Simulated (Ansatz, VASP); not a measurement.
## One calculation of In3Sb, two programs

Contents of POSCAR:

```
In3Sb
1.0
    4.8369620000      0.0000000000      0.0000000000
    0.0000000000      4.8369620000      0.0000000000
    0.0000000000      0.0000000000      4.8369620000
In Sb
3 1
Direct
    0.5000000000      0.5000000000      0.0000000000
    0.5000000000      0.0000000000      0.5000000000
    0.0000000000      0.5000000000      0.5000000000
    0.0000000000      0.0000000000      0.0000000000
```

The input INCAR.step1:

```
  ALGO = Normal
  EDIFF = 1E-4
  ENCUT = 520
  GGA = PE
  ISMEAR = 0
  LASPH = True
  LCHARG = False
  LREAL = False
  LWAVE = True
  NBANDS = 30
  NELM = 60
  PREC = Accurate
  SIGMA = 0.1
```

File INCAR.step2:

```
  ALGO = Normal
  EDIFF = 1E-7
  ENCUT = 520
  ISIF = 2
  ISMEAR = 0
  ISTART = 1
  LASPH = True
  LCHARG = True
  LELF = True
  LMIXTAU = True
  LREAL = False
  LVHAR = True
  LWAVE = False
  METAGGA = R2SCAN
  NBANDS = 30
  NELM = 60
  PREC = Accurate
  SIGMA = 0.1
```

File KPOINTS:

```
k-points
0
Gamma
  1 1 1
```

Input for Ansatz:

```yaml
crystal:
  lattice:
    - [4.836962, 0.0, 0.0]
    - [0.0, 4.836962, 0.0]
    - [0.0, 0.0, 4.836962]
  atoms:
    - { symbol: In, position: [0.5, 0.5, 0.0] }
    - { symbol: In, position: [0.5, 0.0, 0.5] }
    - { symbol: In, position: [0.0, 0.5, 0.5] }
    - { symbol: Sb, position: [0.0, 0.0, 0.0] }
basis:
  ecutwfc: 500
kpoints:
  mp_grid: { grid: [1, 1, 1] }
hamiltonian:
  xc: r2scan
scf:
  occupations: { method: gaussian, width: 0.1 }
output:
  forces: true
  stress: true
  eigenvalues: true
```

Alike in both runs: task single point; functional r2SCAN; k mesh 1 × 1 × 1; occupations gaussian, width 0.1 eV; no spin polarisation.

```csv
,VASP,Ansatz
version,VASP 6.6.1,Ansatz 0.2.0
potentials or method,"VASP PAW PBE potentials, release 64 (In_d, Sb), cutoff 520 eV","scalar-relativistic, plane waves, PAW"
valence electrons in the cell,44,54
```

|  | VASP | Ansatz | Ansatz less VASP |
| --- | --- | --- | --- |
| gap on the k mesh at the Fermi level (eV) | 4.63 | 4.63 | -0.006 |
| least direct gap on the mesh (eV) | 4.63 | 4.63 | -0.006 |
| pressure (GPa) | 4.6 | 4.6 | +0.01 |

VASP's potentials were made for PBE, not for r2SCAN. VASP's potentials hold 44 valence electrons a cell and Ansatz's 54, so a difference there can come from the potentials and not from the codes.

The k mesh is coarse, so the values compare programs but aren't converged. Spin-orbit coupling is off throughout.
